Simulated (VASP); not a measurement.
# Cu (Fm-3m) in VASP: a series of runs, part 2 of 2

VASP 6.6.1.

**4. Electric field gradients, r2SCAN**

This run uses another cell than the first one, of 11.45 Å³/atom.

The input, POSCAR:

```
Cu
1.0
    0.0000000000      1.7887153358      1.7887153358
    1.7887153358      0.0000000000      1.7887153358
    1.7887153358      1.7887153358      0.0000000000
Cu
1
Direct
    0.0000000000      0.0000000000      0.0000000000
```

The input, INCAR.step1:

```
PREC = Accurate ; ENCUT = 520
ISMEAR = -1 ; SIGMA = 0.05
LREAL = False ; LASPH = True
NELM = 60 ; NBANDS = 12
GGA = PE ; ALGO = Normal
EDIFF = 1E-4 ; LWAVE = True
LCHARG = False
```

The input, INCAR.step2:

```
PREC = Accurate ; ENCUT = 520
EDIFF = 1E-8 ; ISMEAR = -1
SIGMA = 0.05 ; LREAL = False
LASPH = True ; NELM = 60
ALGO = Normal ; ISIF = 2
LWAVE = False ; LCHARG = False
METAGGA = R2SCAN ; LMIXTAU = True
LEFG = True ; NBANDS = 12
ISTART = 1
```

The input, KPOINTS:

```
regular mesh
0
Gamma
  17 17 17
```

Potentials or basis: VASP PAW PBE potentials, release 64 (Cu).

The run is started by

```
$ cat potpaw_PBE.64/Cu/POTCAR > POTCAR
$ cp INCAR.step1 INCAR
$ mpirun -np 1 vasp_std > vasp.out
$ cp INCAR.step2 INCAR
$ mpirun -np 1 vasp_std > vasp.out
```

OUTCAR:

```text
PREC = Accurate
   ENCUT = 520
   EDIFF = 1E-8
   ISMEAR = -1
   LREAL = False
   LASPH = True
   NELM = 60
   ISIF = 2
   METAGGA = R2SCAN
   ISTART = 1

 ion  position               nearest neighbor table
   1  0.000  0.000  0.000-

  LATTYP: Found a face centered cubic cell.
 ALAT       =     3.5774306716

  Lattice vectors:

 A1 = (   0.0000000000,   1.7887153358,   1.7887153358)
[... 566 lines left out ...]
    total drift:                                0.000000      0.000000      0.000000

  FREE ENERGIE OF THE ION-ELECTRON SYSTEM (eV)
  ---------------------------------------------------
  free  energy   TOTEN  =       -10.8265264137 eV

  energy  without entropy=      -10.8242671131  energy(sigma->0) =      -10.82539676

 Electric field gradients (V/A^2)
---------------------------------------------------------------------
 ion       V_xx      V_yy      V_zz      V_xy      V_xz      V_yz
---------------------------------------------------------------------
   1      -0.000    -0.000    -0.000     0.002     0.002     0.002
---------------------------------------------------------------------

 Electric field gradients after diagonalization (V/A^2)
 (convention: |V_zz| > |V_xx| > |V_yy|)
----------------------------------------------------------------------
 ion       V_xx      V_yy      V_zz     asymmetry (V_yy - V_xx)/ V_zz
----------------------------------------------------------------------
   1      -0.002    -0.002     0.005       0.000
----------------------------------------------------------------------

           NMR quadrupolar parameters

 Cq : quadrupolar parameter    Cq=e*Q*V_zz/h
 eta: asymmetry parameters     (V_yy - V_xx)/ V_zz
 Q  : nuclear electric quadrupole moment in mb (millibarn)
----------------------------------------------------------------------
 ion       Cq(MHz)       eta       Q (mb)
----------------------------------------------------------------------
   1       0.000       0.000       1.000
----------------------------------------------------------------------
```

OSZICAR.step1:

```text
N       E                     dE             d eps       ncg     rms          rms(c)
DAV:   1     0.442106756561E+02    0.44211E+02   -0.53703E+03  4332   0.153E+03
DAV:   2    -0.323302990065E+01   -0.47444E+02   -0.43812E+02  4092   0.207E+02
DAV:   3    -0.462549405932E+01   -0.13925E+01   -0.13843E+01  4604   0.406E+01
DAV:   4    -0.463430276879E+01   -0.88087E-02   -0.88074E-02  4528   0.287E+00
DAV:   5    -0.463438374556E+01   -0.80977E-04   -0.80976E-04  4756   0.277E-01    0.773E+00
DAV:   6    -0.407072451077E+01    0.56366E+00   -0.14108E+01  4756   0.717E+01    0.374E+00
DAV:   7    -0.372952073041E+01    0.34120E+00   -0.21658E+00  4772   0.280E+01    0.634E-01
DAV:   8    -0.371679024390E+01    0.12730E-01   -0.47490E-03  5032   0.752E-01    0.258E-01
DAV:   9    -0.371560505567E+01    0.11852E-02   -0.70497E-03  4960   0.147E+00    0.264E-02
DAV:  10    -0.371560968815E+01   -0.46325E-05   -0.19496E-05  2512   0.757E-02
   1 F= -.37156097E+01 E0= -.37144082E+01  d E =-.240293E-02
```

Run time: 2.2 min. Hardware: 1 thread of Intel Xeon Platinum 8259CL at 2.50GHz (Skylake/Cascade Lake), shared host; peak memory 0.14 GiB.

What came out:

```yaml
Free_energy: -10.8265 eV
Pressure: 0.4 GPa
Band_gap_on_the_k_mesh: zero (an odd number of electrons rules out a gap without spin polarisation)
Largest_electric_field_gradient_by_atom: zero within the noise of the run
```

Caveat: the PAW data sets were made with another functional, which shifts forces and pressure a little.

**5. Electric field gradients, r2SCAN (11.73 Å³/atom)**

This run uses another cell than the first one, of 11.73 Å³/atom.

The input, POSCAR:

```
Cu
1.0
    0.0000000000      1.8034987776      1.8034987776
    1.8034987776      0.0000000000      1.8034987776
    1.8034987776      1.8034987776      0.0000000000
Cu
1
Direct
    0.0000000000      0.0000000000      0.0000000000
```

The input, INCAR.step1:

```
SYSTEM = Cu
ALGO     = Normal         ! electronic algorithm
EDIFF    = 1E-4           ! SCF threshold, eV
ENCUT    = 520            ! plane-wave cutoff, eV
GGA      = PE             ! functional
ISMEAR   = -1             ! smearing method
LASPH    = .TRUE.         ! aspherical terms in the spheres
LCHARG   = .FALSE.        ! write CHGCAR
LREAL    = .FALSE.        ! projectors in reciprocal space
LWAVE    = .TRUE.         ! write WAVECAR
NBANDS   = 12             ! bands
NELM     = 100            ! most SCF steps
PREC     = Accurate       ! precision mode
SIGMA    = 0.05           ! smearing width, eV
```

The input, INCAR.step2:

```
SYSTEM = Cu
ALGO     = Normal         ! electronic algorithm
EDIFF    = 1E-8           ! SCF threshold, eV
ENCUT    = 520            ! plane-wave cutoff, eV
ISIF     = 2              ! what is computed and relaxed
ISMEAR   = -1             ! smearing method
ISTART   = 1            
LASPH    = .TRUE.         ! aspherical terms in the spheres
LCHARG   = .FALSE.        ! write CHGCAR
LEFG     = .TRUE.       
LMIXTAU  = .TRUE.       
LREAL    = .FALSE.        ! projectors in reciprocal space
LWAVE    = .FALSE.        ! write WAVECAR
METAGGA  = R2SCAN         ! meta-GGA
NBANDS   = 12             ! bands
NELM     = 100            ! most SCF steps
PREC     = Accurate       ! precision mode
SIGMA    = 0.05           ! smearing width, eV
```

The input, KPOINTS:

```
k-points
0
G
  17 17 17
  0 0 0
```

Potentials or basis: VASP PAW PBE potentials, release 64 (Cu).

The run is started by

```
$ cat potpaw_PBE.64/Cu/POTCAR > POTCAR
$ cp INCAR.step1 INCAR
$ mpirun -np 1 vasp_std > vasp.out
$ cp INCAR.step2 INCAR
$ mpirun -np 1 vasp_std > vasp.out
```

OUTCAR:

```text
SYSTEM = Cu
   EDIFF = 1E-8
   ENCUT = 520
   ISIF = 2
   ISMEAR = -1
   ISTART = 1
   LASPH = .TRUE.
   LREAL = .FALSE.
   METAGGA = R2SCAN
   NELM = 100
   PREC = Accurate

 ion  position               nearest neighbor table
   1  0.000  0.000  0.000-

  LATTYP: Found a face centered cubic cell.
 ALAT       =     3.6069975552

  Lattice vectors:

 A1 = (   0.0000000000,   1.8034987776,   1.8034987776)
 A2 = (   1.8034987776,   0.0000000000,   1.8034987776)
[... 565 lines left out ...]
    total drift:                                0.000000      0.000000      0.000000

  FREE ENERGIE OF THE ION-ELECTRON SYSTEM (eV)
  ---------------------------------------------------
  free  energy   TOTEN  =       -10.8239953319 eV

  energy  without entropy=      -10.8215249393  energy(sigma->0) =      -10.82276014

 Electric field gradients (V/A^2)
---------------------------------------------------------------------
 ion       V_xx      V_yy      V_zz      V_xy      V_xz      V_yz
---------------------------------------------------------------------
   1      -0.000     0.000     0.000     0.003     0.003     0.003
---------------------------------------------------------------------

 Electric field gradients after diagonalization (V/A^2)
 (convention: |V_zz| > |V_xx| > |V_yy|)
----------------------------------------------------------------------
 ion       V_xx      V_yy      V_zz     asymmetry (V_yy - V_xx)/ V_zz
----------------------------------------------------------------------
   1      -0.003    -0.003     0.005       0.000
----------------------------------------------------------------------

           NMR quadrupolar parameters

 Cq : quadrupolar parameter    Cq=e*Q*V_zz/h
 eta: asymmetry parameters     (V_yy - V_xx)/ V_zz
 Q  : nuclear electric quadrupole moment in mb (millibarn)
----------------------------------------------------------------------
 ion       Cq(MHz)       eta       Q (mb)
----------------------------------------------------------------------
   1       0.000       0.000       1.000
----------------------------------------------------------------------
```

OUTCAR.step1:

```text
SYSTEM = Cu
   EDIFF = 1E-4
   ENCUT = 520
   GGA = PE
   ISMEAR = -1
   LASPH = .TRUE.
   LREAL = .FALSE.
[... 575 lines left out ...]
 -----------------------------------------------------------------------------------
      0.00000      0.00000      0.00000        -0.000000      0.000000     -0.000000
 -----------------------------------------------------------------------------------
    total drift:                                0.000000      0.000000      0.000000

  FREE ENERGIE OF THE ION-ELECTRON SYSTEM (eV)
  ---------------------------------------------------
  free  energy   TOTEN  =        -3.7249273889 eV

  energy  without entropy=       -3.7222977008  energy(sigma->0) =       -3.72361254
```

OSZICAR.step1:

```text
N       E                     dE             d eps       ncg     rms          rms(c)
DAV:   1     0.435038443568E+02    0.43504E+02   -0.54277E+03  4376   0.154E+03
DAV:   2    -0.329517587616E+01   -0.46799E+02   -0.43286E+02  4108   0.209E+02
DAV:   3    -0.462567916628E+01   -0.13305E+01   -0.13202E+01  4640   0.403E+01
DAV:   4    -0.463400568389E+01   -0.83265E-02   -0.83254E-02  4540   0.280E+00
DAV:   5    -0.463408351098E+01   -0.77827E-04   -0.77826E-04  4684   0.274E-01    0.770E+00
DAV:   6    -0.409875328813E+01    0.53533E+00   -0.14454E+01  4720   0.721E+01    0.389E+00
DAV:   7    -0.373798989647E+01    0.36076E+00   -0.22711E+00  4736   0.285E+01    0.609E-01
DAV:   8    -0.372624349193E+01    0.11746E-01   -0.44675E-03  4520   0.804E-01    0.273E-01
DAV:   9    -0.372492374784E+01    0.13197E-02   -0.79962E-03  4968   0.155E+00    0.272E-02
DAV:  10    -0.372492738891E+01   -0.36411E-05   -0.22894E-05  2436   0.834E-02
   1 F= -.37249274E+01 E0= -.37236125E+01  d E =-.262969E-02
```

Wall time 2.1 min (1 thread of Intel Xeon Platinum 8259CL at 2.50GHz (Skylake/Cascade Lake), shared host); peak memory 0.14 GiB.

Results:

```
Free energy                             : -10.8240 eV
Pressure                                : -3.4 GPa
Band gap on the k mesh                  : zero (an odd number of electrons rules out a gap without spin polarisation)
Largest electric field gradient by atom : zero within the noise of the run
```

Caveat: the cell stands under tension; the PAW data sets were made with another functional, which shifts forces and pressure a little.

**6. Electric field gradients, r2SCAN (12.02 Å³/atom)**

This run uses another cell than the first one, of 12.02 Å³/atom.

The input, POSCAR:

```
Cu
1.0
    0.0000000000      1.8180437507      1.8180437507
    1.8180437507      0.0000000000      1.8180437507
    1.8180437507      1.8180437507      0.0000000000
Cu
1
Direct
    0.0000000000      0.0000000000      0.0000000000
```

The input, INCAR.step1:

```
SYSTEM = Cu
  PREC = Accurate
  ENCUT = 520
  ISMEAR = -1
  SIGMA = 0.05
  LREAL = .FALSE.
  LASPH = .TRUE.
  NELM = 60
  NBANDS = 12
  GGA = PE
  ALGO = Normal
  EDIFF = 1E-4
  LWAVE = .TRUE.
  LCHARG = .FALSE.
```

The input, INCAR.step2:

```
SYSTEM = Cu
  PREC = Accurate
  ENCUT = 520
  EDIFF = 1E-8
  ISMEAR = -1
  SIGMA = 0.05
  LREAL = .FALSE.
  LASPH = .TRUE.
  NELM = 60
  ALGO = Normal
  ISIF = 2
  LWAVE = .FALSE.
  LCHARG = .FALSE.
  METAGGA = R2SCAN
  LMIXTAU = .TRUE.
  LEFG = .TRUE.
  NBANDS = 12
  ISTART = 1
```

The input, KPOINTS:

```
Automatic mesh
0
G
  17 17 17
  0 0 0
```

Potentials or basis: VASP PAW PBE potentials, release 64 (Cu).

The run is started by

```
$ cat potpaw_PBE.64/Cu/POTCAR > POTCAR
$ cp INCAR.step1 INCAR
$ mpirun -np 1 vasp_std > vasp.out
$ cp INCAR.step2 INCAR
$ mpirun -np 1 vasp_std > vasp.out
```

OUTCAR:

```text
SYSTEM = Cu
   PREC = Accurate
   ENCUT = 520
   EDIFF = 1E-8
   ISMEAR = -1
   LREAL = .FALSE.
   LASPH = .TRUE.
   NELM = 60
   ISIF = 2
   METAGGA = R2SCAN
   ISTART = 1

 ion  position               nearest neighbor table
   1  0.000  0.000  0.000-

  LATTYP: Found a face centered cubic cell.
 ALAT       =     3.6360875014

  Lattice vectors:

 A1 = (   0.0000000000,   1.8180437507,   1.8180437507)
 A2 = (   1.8180437507,   0.0000000000,   1.8180437507)
 A3 = (   1.8180437507,   1.8180437507,   0.0000000000)

Analysis of symmetry for initial positions (statically):
=====================================================================
 Subroutine PRICEL returns:
 Original cell was already a primitive cell.

 Routine SETGRP: Setting up the symmetry group for a
 face centered cubic supercell.

 Subroutine GETGRP returns: Found 48 space group operations
 (whereof 48 operations were pure point group operations)
[... 541 lines left out ...]
 -----------------------------------------------------------------------------
  energy-cutoff  :      520.00
  volume of cell :       12.02
      direct lattice vectors                 reciprocal lattice vectors
     0.000000000  1.818043751  1.818043751    -0.275020884  0.275020884  0.275020884
     1.818043751  0.000000000  1.818043751     0.275020884 -0.275020884  0.275020884
     1.818043751  1.818043751  0.000000000     0.275020884  0.275020884 -0.275020884

 POSITION                                       TOTAL-FORCE (eV/Angst)
 -----------------------------------------------------------------------------------
      0.00000      0.00000      0.00000         0.000000      0.000000      0.000000
 -----------------------------------------------------------------------------------
    total drift:                                0.000000      0.000000      0.000000

  FREE ENERGIE OF THE ION-ELECTRON SYSTEM (eV)
  ---------------------------------------------------
  free  energy   TOTEN  =       -10.8151998172 eV

  energy  without entropy=      -10.8124833454  energy(sigma->0) =      -10.81384158

 Electric field gradients (V/A^2)
---------------------------------------------------------------------
 ion       V_xx      V_yy      V_zz      V_xy      V_xz      V_yz
---------------------------------------------------------------------
   1      -0.000     0.000    -0.000     0.003     0.003     0.003
---------------------------------------------------------------------

 Electric field gradients after diagonalization (V/A^2)
 (convention: |V_zz| > |V_xx| > |V_yy|)
----------------------------------------------------------------------
 ion       V_xx      V_yy      V_zz     asymmetry (V_yy - V_xx)/ V_zz
----------------------------------------------------------------------
   1      -0.003    -0.003     0.005       0.000
----------------------------------------------------------------------

           NMR quadrupolar parameters

 Cq : quadrupolar parameter    Cq=e*Q*V_zz/h
 eta: asymmetry parameters     (V_yy - V_xx)/ V_zz
 Q  : nuclear electric quadrupole moment in mb (millibarn)
----------------------------------------------------------------------
 ion       Cq(MHz)       eta       Q (mb)
----------------------------------------------------------------------
   1       0.000       0.000       1.000
----------------------------------------------------------------------
```

OSZICAR.step1:

```text
N       E                     dE             d eps       ncg     rms          rms(c)
DAV:   1     0.431085961066E+02    0.43109E+02   -0.54050E+03  4340   0.154E+03
DAV:   2    -0.328463763559E+01   -0.46393E+02   -0.42823E+02  4088   0.203E+02
DAV:   3    -0.461789493090E+01   -0.13333E+01   -0.13267E+01  4628   0.399E+01
DAV:   4    -0.462604041088E+01   -0.81455E-02   -0.81443E-02  4500   0.277E+00
DAV:   5    -0.462611806493E+01   -0.77654E-04   -0.77653E-04  4744   0.275E-01    0.766E+00
DAV:   6    -0.411947723819E+01    0.50664E+00   -0.14756E+01  4744   0.723E+01    0.402E+00
DAV:   7    -0.373974943710E+01    0.37973E+00   -0.23678E+00  4748   0.289E+01    0.584E-01
DAV:   8    -0.372895571248E+01    0.10794E-01   -0.44865E-03  4528   0.897E-01    0.288E-01
DAV:   9    -0.372749473517E+01    0.14610E-02   -0.90347E-03  4928   0.164E+00    0.286E-02
DAV:  10    -0.372749684106E+01   -0.21059E-05   -0.27806E-05  2536   0.947E-02
   1 F= -.37274968E+01 E0= -.37260549E+01  d E =-.288385E-02
```

Run time: 94 s. Hardware: 1 thread of Intel Xeon Platinum 8259CL at 2.50GHz (Skylake/Cascade Lake), shared host; peak memory 0.15 GiB.

What came out:

| Property | Result |
| --- | --- |
| Free energy | -10.8152 eV |
| Pressure | -6.6 GPa |
| Band gap on the k mesh | zero (an odd number of electrons rules out a gap without spin polarisation) |
| Largest electric field gradient by atom | zero within the noise of the run |

Levels at points of the mesh, in eV from the Fermi level:
```tsv
k point	band 3	band 4	band 5	band 6	band 7	band 8	band 9	band 10
(0.00, 0.00, 0.00)	-3.15	-3.15	-2.36	-2.36	23.17	26.07	26.07	26.07
```

Caveat: the cell stands under tension; the PAW data sets were made with another functional, which shifts forces and pressure a little.

**7. The runs side by side**

| cell | gap on the mesh (eV) | pressure (GPa) |
| --- | --- | --- |
| a = 2.487 Å, angles 60.0°, 1 atom | none | 10.0 |
| a = 2.508 Å, angles 60.0°, 1 atom | none | 4.8 |
| a = 2.530 Å, angles 60.0°, 1 atom | none | 0.4 |
| a = 2.551 Å, angles 60.0°, 1 atom | none | -3.4 |
| a = 2.571 Å, angles 60.0°, 1 atom | none | -6.6 |

Alike in all rows: task electric field gradients; level r2SCAN; potentials or basis VASP PAW PBE potentials, release 64 (Cu); no spin polarisation; k mesh 17 × 17 × 17; cutoff (eV) 520; smearing fermi-dirac 0.05 eV.

Caveats: the PAW data sets were made with another functional, which shifts forces and pressure a little; the cell stands under pressure (at least some runs); the cell stands under tension (at least some runs).

Total energies depend on the potentials used, so only differences within one code and one set of settings carry meaning.
